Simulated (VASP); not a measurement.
P, 2 atoms in the cell. It takes space group Fd-3m (No. 227, cubic). Conventional cell: a = 4.447 Å, b = 4.447 Å, c = 4.447 Å, α = 90.00°, β = 90.00°, γ = 90.00°. Within 2.6 Å of P (site symmetry -43m) lie 4 P at 1.93 Å. 

```yaml
Program: VASP 6.6.1
Task: single point
Functional: PBE
Potentials_or_basis: VASP PAW PBE potentials, release 64 (P)
Cutoff: 520 eV
k_mesh: 15 × 15 × 15
Occupations: fermi-dirac, width 0.08 eV
Spin: no spin polarisation
Dipole_correction: no
Further_INCAR_settings: ALGO = Normal; EDIFF = 1e-07; NBANDS = 12
```

Potentials or basis: VASP PAW PBE potentials, release 64 (P).

Command:

```console
$ cat potpaw_PBE.64/P/POTCAR > POTCAR
$ mpirun -np 1 vasp_std > vasp.out
```

Hardware: 1 thread of AMD EPYC 9R14 (Zen 4), with other jobs on the host.

Problem. How long does it take, and how much memory?

Solution. Run time: 17 s on 1 thread of AMD EPYC 9R14 (Zen 4), on a shared host, peak memory 0.12 GiB. Counts: scf iterations 12, k points 120.
